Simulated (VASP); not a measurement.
# Te (P3_121) in VASP: notebook, part 2 of 2

VASP 6.6.1. The steps go on from the part before.

## Step 4: Relaxation of cell and atoms, PBEsol, target pressure 30 GPa, at which the enthalpy is minimised

Contents of INCAR:

```
SYSTEM = Te
PREC = Accurate ; ENCUT = 600
EDIFF = 1E-6 ; ISMEAR = -1
SIGMA = 0.05 ; LREAL = .FALSE.
LASPH = .TRUE. ; NELM = 80
ALGO = Normal ; ISIF = 3
LWAVE = .FALSE. ; LCHARG = .FALSE.
GGA = PS ; IBRION = 2
NSW = 60 ; EDIFFG = -0.01
PSTRESS = 300.0
```

Contents of KPOINTS:

```
Automatic mesh
0
G
  7 7 5
  0 0 0
```

Contents of POSCAR:

```
Te
1.0
    4.4540000000      0.0000000000      0.0000000000
   -2.2270000000      3.8572771485      0.0000000000
    0.0000000000      0.0000000000      5.9240000000
Te
3
Direct
    0.7310000000      0.7310000000      0.0000000000
    0.0000000000      0.2690000000      0.6666666667
    0.2690000000      0.0000000000      0.3333333333
```

Potentials or basis: VASP PAW PBE potentials, release 64 (Te).

Run with:

```console
cat potpaw_PBE.64/Te/POTCAR > POTCAR
mpirun -np 1 vasp_std > vasp.out
```

OUTCAR:

```text
SYSTEM = Te
   PREC = Accurate
   ENCUT = 600
   EDIFF = 1E-6
   ISMEAR = -1
   LREAL = .FALSE.
   LASPH = .TRUE.
   NELM = 80
   ISIF = 3
   GGA = PS
   IBRION = 2
   NSW = 60
   EDIFFG = -0.01
   PSTRESS = 300.0

 ion  position               nearest neighbor table
   1  0.731  0.731  0.000-   3 2.86   2 2.86   3 3.47   2 3.47   2 3.47   3 3.47
   2  0.000  0.269  0.667-   1 2.86   3 2.86   1 3.47   1 3.47   3 3.47   3 3.47
   3  0.269  0.000  0.333-   1 2.86   2 2.86   1 3.47   1 3.47   2 3.47   2 3.47

  LATTYP: Found a hexagonal cell.
 ALAT       =     4.4540000000
 C/A-ratio  =     1.3300404131

  Lattice vectors:

 A1 = (   4.4540000000,   0.0000000000,   0.0000000000)
 A2 = (  -2.2270000000,   3.8572771485,   0.0000000000)
 A3 = (   0.0000000000,   0.0000000000,   5.9240000000)

Analysis of symmetry for initial positions (statically):
=====================================================================
 Subroutine PRICEL returns:
 Original cell was already a primitive cell.
[... 1063 lines left out ...]
      5       5.0480      2.00000
      6       5.4043      2.00000
      7       6.4003      2.00000
      8       6.6335      2.00000
      9       7.5700      2.00000
     10      11.5726      0.00000
     11      12.1812      0.00000
     12      13.1121      0.00000
     13      13.8885      0.00000

 [... further k-points ...]

[... ionic steps 4 to 50 ...]

--------------------------------------- Ionic step       51  -------------------------------------------

 number of electron      18.0000003 magnetization

------------------------ aborting loop because EDIFF is reached ----------------------------------------
[... 73 lines left out ...]
--------------------------------------- Ionic step       53  -------------------------------------------

 number of electron      18.0000002 magnetization

 Free energy of the ion-electron system (eV)
  ---------------------------------------------------
  ext. energy  EPLUGINS =         0.00000000
  ---------------------------------------------------
  free energy    TOTEN  =        -8.29208626 eV

  energy without entropy =       -8.28161318  energy(sigma->0) =       -8.28684972

 E-fermi :  12.6875     XC(G=0): -11.6289

 val. band max:       12.5670101760   @ k =   0.2857   0.2857   0.2000
 cond. band min:      12.6983299361   @ k =   0.0000   0.2857   0.4000
 fundamental gap:      0.1313197601
 Fermi energy:        12.6875439162
[... 418 lines left out ...]
  energy  without entropy=       -8.2816131779  energy(sigma->0) =       -8.28684972

  enthalpy is  TOTEN    =         3.3726570407 eV   P V=       11.6647433054

 reached required accuracy - stopping structural energy minimisation
```

It used 930 s of CPU time on 1 thread of Intel(R) Xeon(R) Platinum 8488C (Sapphire Rapids), on a shared host.

Results:

```
Free energy                                            : -8.2921 eV
Relaxed volume                                         : 20.77 Å³/atom
Relaxed cell                                           : a = 3.029 Å, b = 3.029 Å, c = 7.840 Å, α = 90.00°, β = 90.00°, γ = 120.00°
Space group after relaxing (to 0.05 Å)                 : R-3m (No. 166)
Energy change on relaxing (the enthalpy is what falls) : +751.4 meV/atom
Ionic steps                                            : 53
Pressure after relaxing                                : 30.0 GPa
Largest force after relaxing                           : 0.004 eV/Å
Band gap on the k mesh                                 : zero (band 9 reaches 17.29 eV, above the bottom of band 10 at 9.91 eV)
```

Forces in eV/Å, atoms in the order of the input:
```
Te  -0.002 -0.003  0.000
Te  -0.002  0.003  0.000
Te   0.004  0.000  0.000
```

Step by step:
```
step  energy change (eV)  largest force (eV/Å)  pressure (GPa)  volume (Å³)
   1              0.0000                0.1261           -0.87       101.78
   3              0.9026                1.7955           18.32        80.66
   5              1.8611                2.6289           30.53        74.24
   7              2.2770                0.4130           38.04        66.19
   9              3.0248                0.6547           46.80        60.71
  11              1.9267                0.2675           25.92        64.98
  13              2.0231                0.2791           27.33        64.33
  15              2.3158                0.2714           31.00        62.49
  17              2.2453                0.2656           29.96        62.83
  19              2.0504                0.2173           26.74        63.82
  21              2.0630                0.2099           26.92        63.72
  23              2.1229                0.1736           27.75        63.28
  25              2.2438                0.0950           29.65        62.53
  27              2.4050                0.0979           32.34        61.59
  29              2.4222                0.0962           32.62        61.49
  31              2.4407                0.0907           32.98        61.39
  33              2.4064                0.0648           32.60        61.55
  35              2.2280                0.0583           29.68        62.46
  37              2.2378                0.0584           29.83        62.41
  39              2.2754                0.0579           30.30        62.20
  41              2.2557                0.0561           30.01        62.31
  43              2.1834                0.0341           28.81        62.69
  45              2.2175                0.0436           29.36        62.51
  47              2.2290                0.0346           29.56        62.44
  49              2.2775                0.0069           30.34        62.18
  51              2.2584                0.0030           30.05        62.28
  53              2.2543                0.0039           30.03        62.30
```

Final structure:
```cif
data_structure
_symmetry_space_group_name_H-M 'P 1'
_symmetry_Int_Tables_number 1
_cell_length_a 3.0290
_cell_length_b 3.0290
_cell_length_c 7.8402
_cell_angle_alpha 90.000
_cell_angle_beta 90.000
_cell_angle_gamma 120.000
_cell_volume 62.30
loop_
_atom_site_label
_atom_site_type_symbol
_atom_site_fract_x
_atom_site_fract_y
_atom_site_fract_z
_atom_site_occupancy
Te1 Te 0.66745 0.66745 0.00000 1
Te2 Te 0.00000 0.33255 0.66667 1
Te3 Te 0.33255 0.00000 0.33333 1
```

Caveat: the cell is relaxed towards a set pressure, so the enthalpy falls and the energy may rise; the volume moved by over 15 % at a fixed basis, so the end points are rough; the PAW data sets were made with another functional, which shifts forces and pressure a little; spin-orbit coupling is left out, which moves the levels of the heavy elements.

## Step 5: Overview

| cell | gap on the mesh (eV) | pressure (GPa) |
| --- | --- | --- |
| relaxed to 10 GPa | none | 10.0 |
| relaxed to 20 GPa | none | 20.0 |
| relaxed to 30 GPa | none | 30.0 |

Alike in all rows: task relaxation of cell and atoms; level PBEsol; potentials or basis VASP PAW PBE potentials, release 64 (Te); no spin polarisation; k mesh 7 × 7 × 5; cutoff (eV) 600; smearing fermi-dirac 0.05 eV.

Caveats: the cell is relaxed towards a set pressure, so the enthalpy falls and the energy may rise; the volume moved by over 15 % at a fixed basis, so the end points are rough; the PAW data sets were made with another functional, which shifts forces and pressure a little; spin-orbit coupling is left out, which moves the levels of the heavy elements.

Total energies depend on the potentials used, so only differences within one code and one set of settings carry meaning.
